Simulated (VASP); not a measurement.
# Ta (Fm-3m) in VASP: a series of runs

Ta is run at these levels: LDA; tasks: single point.

Everything below comes from runs of VASP 6.6.1. Logs are shortened: lines on timing, memory, paths and dates and some standing lists are left out, and cuts for length are marked.

### 1 The cell of the first run

Symmetry: Fm-3m, No. 225, cubic system. The conventional cell has a = 3.288 Å, b = 3.288 Å, c = 3.288 Å, α = 90.00°, β = 90.00°, γ = 90.00°. Within 3.1 Å of Ta (site symmetry m-3m) lie 12 Ta at 2.33 Å.

### 2 Single point, LDA (volume scaled by 0.5)

Input file INCAR:

```
SYSTEM = Ta
PREC     = Accurate       ! precision mode
ENCUT    = 520            ! plane-wave cutoff, eV
EDIFF    = 1E-6           ! SCF threshold, eV
ISMEAR   = -1             ! smearing method
SIGMA    = 0.1            ! smearing width, eV
LREAL    = .FALSE.        ! projectors in reciprocal space
LASPH    = .TRUE.         ! aspherical terms in the spheres
NELM     = 80             ! most SCF steps
ALGO     = Normal         ! electronic algorithm
ISIF     = 2              ! what is computed and relaxed
LWAVE    = .FALSE.        ! write WAVECAR
LCHARG   = .FALSE.        ! write CHGCAR
GGA      = CA             ! functional
NBANDS   = 12             ! bands
```

Input file KPOINTS:

```
regular mesh
0
G
  16 16 16
  0 0 0
```

Input file POSCAR:

```
Ta
1.0
    0.0000000000      1.6440566258      1.6440566258
    1.6440566258      0.0000000000      1.6440566258
    1.6440566258      1.6440566258      0.0000000000
Ta
1
Direct
    0.0000000000      0.0000000000      0.0000000000
```

Potentials or basis: VASP PAW LDA potentials, release 64 (Ta_pv).

On the command line:

```bash
$ cat potpaw_LDA.64/Ta_pv/POTCAR > POTCAR
$ mpirun -np 1 vasp_std > vasp.out
```

OUTCAR:

```text
SYSTEM = Ta
   PREC = Accurate
   ENCUT = 520
   EDIFF = 1E-6
   ISMEAR = -1
   LREAL = .FALSE.
   LASPH = .TRUE.
   NELM = 80
   ISIF = 2
   GGA = CA

 ion  position               nearest neighbor table
   1  0.000  0.000  0.000-

  LATTYP: Found a face centered cubic cell.
 ALAT       =     3.2881132516

  Lattice vectors:

 A1 = (   0.0000000000,   1.6440566258,   1.6440566258)
 A2 = (   1.6440566258,   0.0000000000,   1.6440566258)
 A3 = (   1.6440566258,   1.6440566258,   0.0000000000)

Analysis of symmetry for initial positions (statically):
=====================================================================
 Subroutine PRICEL returns:
 Original cell was already a primitive cell.

 Routine SETGRP: Setting up the symmetry group for a
 face centered cubic supercell.

 Subroutine GETGRP returns: Found 48 space group operations
 (whereof 48 operations were pure point group operations)
 out of a pool of 48 trial point group operations.

The static configuration has the point symmetry O_h .

Analysis of symmetry for dynamics (positions and initial velocities):
=====================================================================
 Subroutine PRICEL returns:
 Original cell was already a primitive cell.

 Routine SETGRP: Setting up the symmetry group for a
 face centered cubic supercell.

 Subroutine GETGRP returns: Found 48 space group operations
 (whereof 48 operations were pure point group operations)
 out of a pool of 48 trial point group operations.

The dynamic configuration has the point symmetry O_h .

 Subroutine INISYM returns: Found 48 space group operations
 (whereof 48 operations are pure point group operations),
 and found     1 'primitive' translations

----------------------------------------------------------------------------------------

                                     Primitive cell

  volume of cell :       8.8875

  direct lattice vectors                    reciprocal lattice vectors
     0.000000000  1.644056626  1.644056626    -0.304125778  0.304125778  0.304125778
     1.644056626  0.000000000  1.644056626     0.304125778 -0.304125778  0.304125778
     1.644056626  1.644056626  0.000000000     0.304125778  0.304125778 -0.304125778

  length of vectors
     2.325047178  2.325047178  2.325047178     0.526761299  0.526761299  0.526761299

  position of ions in fractional coordinates (direct lattice)
     0.000000000  0.000000000  0.000000000

  ion indices of the primitive-cell ions
   primitive index   ion index
                 1           1

----------------------------------------------------------------------------------------

 KPOINTS: regular mesh

Automatic generation of k-mesh.
 Grid dimensions read from file:
 generate k-points for:   16   16   16

 Generating k-lattice:

  Cartesian coordinates                     Fractional coordinates (reciprocal lattice)
    -0.019007861  0.019007861  0.019007861     0.062500000  0.000000000  0.000000000
     0.019007861 -0.019007861  0.019007861     0.000000000  0.062500000  0.000000000
     0.019007861  0.019007861 -0.019007861     0.000000000  0.000000000  0.062500000

  Length of vectors
     0.032922581  0.032922581  0.032922581

  Shift w.r.t. Gamma in fractional coordinates (k-lattice)
     0.000000000  0.000000000  0.000000000

 Subroutine IBZKPT returns following result:
 ===========================================

 Found    145 irreducible k-points:

 Following reciprocal coordinates:
            Coordinates               Weight
  0.000000  0.000000  0.000000      1.000000
  0.062500  0.000000  0.000000      8.000000
  0.125000  0.000000  0.000000      8.000000
  0.187500  0.000000  0.000000      8.000000
  0.250000  0.000000  0.000000      8.000000
  0.312500  0.000000  0.000000      8.000000
[... 16 lines left out ...]
 -0.125000  0.062500  0.000000     24.000000
 -0.062500  0.062500  0.000000     12.000000
 [... further k-points ...]
   k-points           NKPTS =    145   k-points in BZ     NKDIM =    145   number of bands    NBANDS=     12
   number of dos      NEDOS =    301   number of ions     NIONS =      1
   total plane-waves  NPLWV =   5832
   dimension x,y,z NGX =    18 NGY =   18 NGZ =   18
   dimension x,y,z NGXF=    36 NGYF=   36 NGZF=   36
   ions per type =               1
   NGX,Y,Z   is equivalent  to a cutoff of  12.87, 12.87, 12.87 a.u.
   NGXF,Y,Z  is equivalent  to a cutoff of  25.74, 25.74, 25.74 a.u.
 SYSTEM =  Ta
   PREC   = accura    normal or accurate (medium, high low for compatibility)
   ISTART =      0    job   : 0-new  1-cont  2-samecut
   ICHARG =      2    charge: 1-file 2-atom 10-const
   ISPIN  =      1    spin polarized calculation?
   LNONCOLLINEAR =      F non collinear calculations
   LSORBIT =      F    spin-orbit coupling
   LASPH  =      T    aspherical Exc in radial PAW
   ENCUT  =  520.0 eV  38.22 Ry    6.18 a.u.   4.32  4.32  4.32*2*pi/ulx,y,z
   NELM   =     80;   NELMIN=  2; NELMDL= -5     # of ELM steps
   EDIFF  = 0.1E-05   stopping-criterion for ELM
   LREAL  =      F    real-space projection
   EDIFFG = 0.1E-04   stopping-criterion for IOM
   NSW    =      0    number of steps for IOM
   IBRION =     -1    ionic relax: 0-MD 1-quasi-New 2-CG
   NFREE  =      0    steps in history (QN), initial steepest desc. (CG)
   ISIF   =      2    stress and relaxation
   ISYM   =      2    0-nonsym 1-usesym 2-fastsym
   POTIM  = 0.5000    time-step for ionic-motion
   TEBEG  =    0.0;   TEEND  =   0.0 temperature during run
   PSTRESS=    0.0 pullay stress
   NELECT =      11.0000    total number of electrons
   NUPDOWN=      -1.0000    fix difference up-down
   EMIN   =  10.00;   EMAX   =-10.00  energy-range for DOS
   EFERMI =   0.00;   METHOD = LEGACY
   ISMEAR =    -1;   SIGMA  =   0.10  broadening in eV -4-tet -1-fermi 0-gaus
   EFERMI_NEDOS =   21; number of points for ismear=-14 and -15
   IALGO  =     38    algorithm
   IMIX   =      4    mixing-type and parameters
     AMIX     =   0.40;   BMIX     =  1.00
     AMIX_MAG =   1.60;   BMIX_MAG =  1.00
  volume/ion in A,a.u.               =       8.89        59.98
  Fermi-wavevector in a.u.,A,eV,Ry     =   1.757704  3.321578 42.035494  3.089522
  Thomas-Fermi vector in A             =   2.827006
   LORBIT       =      0    0 simple, 1 ext, 2 COOP (PROOUT), +10 PAW based schemes
   GGA     = CA    functional components
   LHFCALC =     F    Hartree Fock is set to
   AEXX    =    0.0000 exact exchange contribution
   IVDW    =     0    specifies the selected vdW correction
   LEPSILON=     F    determine dielectric tensor
   LRPA    =     F    only Hartree local field effects (RPA)
 non-spin polarized calculation
  energy-cutoff  :      520.00
  volume of cell :        8.89
 maximum number of plane-waves:       259
 NGX is ok and might be reduce to    18
   NGX =  9   NGY =  9   NGZ =  9

 number of electron      11.0000001 magnetization

 Free energy of the ion-electron system (eV)
  ---------------------------------------------------
  ext. energy  EPLUGINS =         0.00000000
  ---------------------------------------------------
  free energy    TOTEN  =        -4.15323512 eV

  energy without entropy =       -4.12728223  energy(sigma->0) =       -4.14025868

 E-fermi :  13.9935     XC(G=0): -16.8096

 val. band max:       13.9850712121   @ k =   0.1875   0.1250   0.0625
 cond. band min:      14.0156784260   @ k =   0.1875   0.0625   0.0000
 fundamental gap:      0.0306072138
 Fermi energy:        13.9934849807

 k-point     1 :       0.0000    0.0000    0.0000
  band No.  band energies     occupation
      1     -16.8484      2.00000
      2     -16.8484      2.00000
      3     -16.8484      2.00000
      4       4.6471      2.00000
      5      12.5752      2.00000
      6      12.5752      2.00000
      7      12.5752      2.00000
      8      20.2257      0.00000
      9      20.2257      0.00000
     10      28.2568      0.00000
     11      28.3274      0.00000
     12      37.8258      0.00000

 k-point     2 :       0.0625    0.0000    0.0000
  band No.  band energies     occupation
      1     -17.2940      2.00000
      2     -16.8934      2.00000
      3     -16.8934      2.00000
      4       5.1116      2.00000
      5      12.3039      2.00000
      6      12.7708      1.99999
      7      12.7708      1.99999
      8      19.9380      0.00000
      9      19.9380      0.00000
     10      28.2553      0.00000
     11      29.1080      0.00000
     12      36.2985      0.00000

 k-point     3 :       0.1250    0.0000    0.0000
  band No.  band energies     occupation
      1     -18.4704      2.00000
      2     -17.0193      2.00000
      3     -17.0193      2.00000
      4       6.1834      2.00000
      5      11.8734      2.00000
      6      13.2514      1.99880
      7      13.2514      1.99880
      8      19.3482      0.00000
      9      19.3482      0.00000
     10      28.2504      0.00000
     11      30.9072      0.00000
     12      34.4381      0.00000
[... 286 lines left out ...]
 k-point    23 :      -0.1250    0.0625    0.0000
  band No.  band energies     occupation
      1     -19.1074      2.00000
      2     -17.4150      2.00000
      3     -16.9814      2.00000
      4       6.9131      2.00000
      5      11.3506      2.00000
      6      13.5113      1.98403
      7      13.8554      1.59835
      8      18.0707      0.00000
      9      20.1358      0.00000
     10      28.2477      0.00000
     11      32.0347      0.00000
     12      34.4353      0.00000

 k-point    24 :      -0.0625    0.0625    0.0000
  band No.  band energies     occupation
      1     -17.8856      2.00000
      2     -17.1359      2.00000
      3     -16.8910      2.00000
      4       5.8081      2.00000
      5      11.8025      2.00000
      6      12.9891      1.99991
      7      13.3016      1.99802
      8      19.0119      0.00000
      9      20.0887      0.00000
     10      28.2528      0.00000
     11      30.2951      0.00000
     12      35.3882      0.00000

 [... further k-points ...]

------------------------ aborting loop because EDIFF is reached ----------------------------------------

  FORCE on cell =-STRESS in cart. coord.  units (eV):
  Direction    XX          YY          ZZ          XY          YZ          ZX
  --------------------------------------------------------------------------------------
  -------------------------------------------------------------------------------------
  Total       29.3347199     29.3347199     29.3347199     -0.0000000     -0.0000000      0.0000000
  in kB     5288.2529050   5288.2529050   5288.2529050     -0.0000000     -0.0000000      0.0000000
  external PRESSURE =    5288.2529050 kB  Pullay stress =       0.0000000 kB

 VOLUME and BASIS-vectors are now :
 -----------------------------------------------------------------------------
  energy-cutoff  :      520.00
  volume of cell :        8.89
      direct lattice vectors                 reciprocal lattice vectors
     0.000000000  1.644056626  1.644056626    -0.304125778  0.304125778  0.304125778
     1.644056626  0.000000000  1.644056626     0.304125778 -0.304125778  0.304125778
     1.644056626  1.644056626  0.000000000     0.304125778  0.304125778 -0.304125778

 POSITION                                       TOTAL-FORCE (eV/Angst)
 -----------------------------------------------------------------------------------
      0.00000      0.00000      0.00000         0.000000      0.000000      0.000000
 -----------------------------------------------------------------------------------
    total drift:                                0.000000     -0.000000     -0.000000

  FREE ENERGIE OF THE ION-ELECTRON SYSTEM (eV)
  ---------------------------------------------------
  free  energy   TOTEN  =        -4.1532351194 eV

  energy  without entropy=       -4.1272822318  energy(sigma->0) =       -4.14025868
```

Run time: 5 s. Hardware: 1 thread of Intel Xeon 6975P-C (Granite Rapids), shared host; peak memory 0.12 GiB.

What came out:

```yaml
Free_energy: -4.1532 eV
Pressure: 528.8 GPa
```

Caveat: spin-orbit coupling is left out, which moves the levels of the heavy elements.

### 3 Single point, LDA (volume scaled by 0.6)

Input file INCAR:

```
PREC = Accurate
ENCUT = 520
EDIFF = 1E-7
ISMEAR = -1
SIGMA = 0.1
LREAL = F
LASPH = T
NELM = 60
ALGO = Normal
ISIF = 2
LWAVE = F
LCHARG = T
LELF = T
LVHAR = T
NBANDS = 12
```

Input file KPOINTS:

```
Automatic mesh
0
Gamma
  16 16 16
```

Input file POSCAR:

```
Ta
1.0
    0.0000000000      1.7470708616      1.7470708616
    1.7470708616      0.0000000000      1.7470708616
    1.7470708616      1.7470708616      0.0000000000
Ta
1
Direct
    0.0000000000      0.0000000000      0.0000000000
```

Potentials or basis: VASP PAW LDA potentials, release 64 (Ta_pv).

On the command line:

```bash
$ cat potpaw_LDA.64/Ta_pv/POTCAR > POTCAR
$ mpirun -np 1 vasp_std > vasp.out
```

OUTCAR:

```text
PREC = Accurate
   ENCUT = 520
   EDIFF = 1E-7
   ISMEAR = -1
   LREAL = F
   LASPH = T
   NELM = 60
   ISIF = 2

 ion  position               nearest neighbor table
   1  0.000  0.000  0.000-

  LATTYP: Found a face centered cubic cell.
 ALAT       =     3.4941417232

  Lattice vectors:

 A1 = (   0.0000000000,   1.7470708616,   1.7470708616)
 A2 = (   1.7470708616,   0.0000000000,   1.7470708616)
 A3 = (   1.7470708616,   1.7470708616,   0.0000000000)

Analysis of symmetry for initial positions (statically):
[... 527 lines left out ...]
      4       2.6728      2.00000
      5      10.1345      2.00000
      6      11.1495      1.91481
      7      11.3298      1.57473
      8      16.0588      0.00000
      9      16.8900      0.00000
     10      25.7500      0.00000
     11      27.0046      0.00000
     12      31.3935      0.00000

 [... further k-points ...]
[... 5 lines left out ...]
  --------------------------------------------------------------------------------------
  -------------------------------------------------------------------------------------
  Total       18.3346326     18.3346326     18.3346326      0.0000000      0.0000000      0.0000000
  in kB     2754.3633844   2754.3633844   2754.3633844      0.0000000      0.0000000      0.0000000
  external PRESSURE =    2754.3633844 kB  Pullay stress =       0.0000000 kB

 VOLUME and BASIS-vectors are now :
 -----------------------------------------------------------------------------
  energy-cutoff  :      520.00
  volume of cell :       10.67
      direct lattice vectors                 reciprocal lattice vectors
     0.000000000  1.747070862  1.747070862    -0.286193314  0.286193314  0.286193314
     1.747070862  0.000000000  1.747070862     0.286193314 -0.286193314  0.286193314
     1.747070862  1.747070862  0.000000000     0.286193314  0.286193314 -0.286193314

 POSITION                                       TOTAL-FORCE (eV/Angst)
 -----------------------------------------------------------------------------------
      0.00000      0.00000      0.00000        -0.000000     -0.000000     -0.000000
 -----------------------------------------------------------------------------------
    total drift:                               -0.000000      0.000000      0.000000

  FREE ENERGIE OF THE ION-ELECTRON SYSTEM (eV)
  ---------------------------------------------------
  free  energy   TOTEN  =        -8.4559812321 eV

  energy  without entropy=       -8.4307693152  energy(sigma->0) =       -8.44337527
```

It took 5.6 s on 1 thread of Intel Xeon 6975P-C (Granite Rapids), shared host; peak memory 0.13 GiB.

What came out:

```
Free energy : -8.4560 eV
Pressure    : 275.4 GPa
```

Caveat: spin-orbit coupling is left out, which moves the levels of the heavy elements.
